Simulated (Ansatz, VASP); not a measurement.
# Ag in VASP and in Ansatz

```xyz
1
Lattice="-1.6557 1.6557 1.6557 1.6557 -1.6557 1.6557 1.6557 1.6557 -1.6557" Properties=species:S:1:pos:R:3 pbc="T T T"
Ag    0.0000    0.0000    0.0000
```

Alike in both runs: task single point; functional r2SCAN50; k mesh 6 × 6 × 6; occupations fermi-dirac, width 0.05 eV; no spin polarisation.

```csv
,VASP,Ansatz
version,VASP 6.6.1,Ansatz 0.2.0
potentials or method,"VASP PAW PBE potentials, release 64 (Ag)",Ansatz PAW
plane-wave cutoff (eV),520,500
valence electrons in the cell,11,19
```

Ansatz gave:

| Property | Result |
| --- | --- |
| gap on the k mesh at the Fermi level (eV) | none |
| pressure (GPa) | -1.6 |

**Question.** Estimate VASP's values.

**Answer.** gap on the k mesh at the Fermi level (eV): none; pressure (GPa): -1.8.

VASP's potentials were made for PBE, not for r2SCAN50. A gap of «none» marks a metal or a gap that the smearing closes. VASP's potentials hold 11 valence electrons a cell and Ansatz's 19, so a difference there can come from the potentials and not from the codes.

The k mesh is coarse, so the values compare programs but aren't converged.
